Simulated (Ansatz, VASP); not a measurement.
# Two plane-wave programs on InAs

The input POSCAR:

```
InAs
1.0
    0.0000000000      3.0832558546      2.9980979488
    3.0832558546      0.0000000000      2.9980979488
    3.0832558546      3.0832558546      0.0000000000
In As
1 1
Direct
    0.0000000000      0.0000000000      0.0000000000
    0.2500000000      0.2500000000      0.2500000000
```

The input INCAR.step1:

```
PREC = Accurate
ENCUT = 400
EDIFF = 1E-5
ISMEAR = 0
SIGMA = 0.01
LREAL = False
LASPH = True
NELM = 120
ALGO = Normal
ISIF = 2
LWAVE = True
LCHARG = False
NBANDS = 16
GGA = PE
GGA_COMPAT = False
```

The input INCAR.step2:

```
PREC = Accurate
ENCUT = 400
EDIFF = 1E-6
ISMEAR = 0
SIGMA = 0.01
LREAL = False
LASPH = True
NELM = 120
ALGO = Normal
ISIF = 2
LWAVE = False
LCHARG = False
GGA = PE
LHFCALC = True
HFSCREEN = 0.2079
PRECFOCK = Normal
NBANDS = 16
ISTART = 1
GGA_COMPAT = False
```

The input KPOINTS:

```
regular mesh
0
Gamma
  6 6 6
```

Input for Ansatz:

```yaml
crystal:
  lattice:
    - [0.0, 3.0832558546, 2.9980979488]
    - [3.0832558546, 0.0, 2.9980979488]
    - [3.0832558546, 3.0832558546, 0.0]
  atoms:
    - { symbol: In, position: [0.0, 0.0, 0.0] }
    - { symbol: As, position: [0.25, 0.25, 0.25] }
basis:
  ecutwfc: 420
kpoints:
  mp_grid: { grid: [6, 6, 6] }
  band_path:
    path:
      - [0.0, 0.0, 0.0]
      - [0.0, 0.0, 0.0]
      - [0.5, 0.5, 0.0]
      - [0.0, 0.5, 0.5]
      - [0.5, 0.5, 0.5]
      - [0.0, 0.0, 0.5]
    npoints: 1
hamiltonian:
  xc: hse06
  pseudopotentials: { kind: paw }
scf:
  occupations: { method: gaussian, width: 0.01 }
  n_extra_bands: 5
output:
  eigenvalues: true
```

Alike in both runs: task single point; functional HSE06; k mesh 6 × 6 × 6; occupations gaussian, width 0.01 eV; no spin polarisation.

```csv
,VASP,Ansatz
version,VASP 6.6.1,Ansatz 0.2.0
potentials or method,"VASP PAW PBE potentials, release 64 (In_d, As), cutoff 400 eV","scalar-relativistic, plane waves, PAW"
valence electrons in the cell,18,28
```

```tsv
	VASP	Ansatz	Ansatz less VASP
gap on the k mesh at the Fermi level (eV)	0.26	0.26	+0.003
least direct gap on the mesh (eV)	0.26	0.26	+0.003
```

The functional is the same, so the differences come from potentials, cutoffs and numerics. VASP's potentials hold 18 valence electrons a cell and Ansatz's 28, so a difference there can come from the potentials and not from the codes.
